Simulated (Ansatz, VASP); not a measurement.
# One calculation of LiF, two programs

Contents of INCAR:

```
SYSTEM = LiF
PREC = Accurate ; ENCUT = 520
EDIFF = 1E-6 ; ISMEAR = 0
SIGMA = 0.05 ; LREAL = .FALSE.
LASPH = .TRUE. ; NELM = 80
ALGO = Normal ; ISIF = 2
LWAVE = .FALSE. ; LCHARG = .TRUE.
GGA = PE ; LELF = .TRUE.
LVHAR = .TRUE. ; NBANDS = 18
```

File KPOINTS:

```
Automatic mesh
0
G
  9 9 6
  0 0 0
```

The input POSCAR:

```
LiF
1.0
    3.1599600852      0.0000000000      0.0000000000
   -1.5799800426      2.7366057088      0.0000000000
    0.0000000000      0.0000000000      4.7968194094
Li F
2 2
Direct
    0.3333333333      0.6666666667      0.3810713234
    0.6666666667      0.3333333333      0.8810713234
    0.3333333333      0.6666666667      0.9939266766
    0.6666666667      0.3333333333      0.4939266766
```

Input for Ansatz:

```yaml
crystal:
  lattice:
    - [3.1599600852, 0.0, 0.0]
    - [-1.5799800426, 2.7366057088, 0.0]
    - [0.0, 0.0, 4.7968194094]
  atoms:
    - { symbol: Li, position: [0.3333333333, 0.6666666667, 0.3810713234] }
    - { symbol: Li, position: [0.6666666667, 0.3333333333, 0.8810713234] }
    - { symbol: F, position: [0.3333333333, 0.6666666667, 0.9939266766] }
    - { symbol: F, position: [0.6666666667, 0.3333333333, 0.4939266766] }
basis:
  ecutwfc: 520.0
kpoints:
  mp_grid: { grid: [9, 9, 6] }
hamiltonian:
  xc: pbe
scf:
  occupations: { method: gaussian, width: 0.05 }
output:
  forces: true
  stress: true
  eigenvalues: true
```

Alike in both runs: task single point; functional PBE; k mesh 9 × 9 × 6; occupations gaussian, width 0.05 eV; no spin polarisation.

```csv
,VASP,Ansatz
version,VASP 6.6.1,Ansatz 0.2.0
potentials or method,"VASP PAW PBE potentials, release 64 (Li_sv, F), cutoff 520 eV","scalar-relativistic, plane waves, PAW"
valence electrons in the cell,20,20
```

|  | VASP | Ansatz | Ansatz less VASP |
| --- | --- | --- | --- |
| gap on the k mesh at the Fermi level (eV) | 7.55 | 7.57 | +0.012 |
| least direct gap on the mesh (eV) | 7.55 | 7.57 | +0.012 |
| rms of the force components (eV/Å) | 0.067 | 0.064 | -0.0032 |

Atom by atom the forces differ by 0.003 eV/Å (rms over components). The functional is the same, so the differences come from potentials, cutoffs and numerics.

Noted on VASP's run: the cutoff is short for stress, so the pressure is rough.
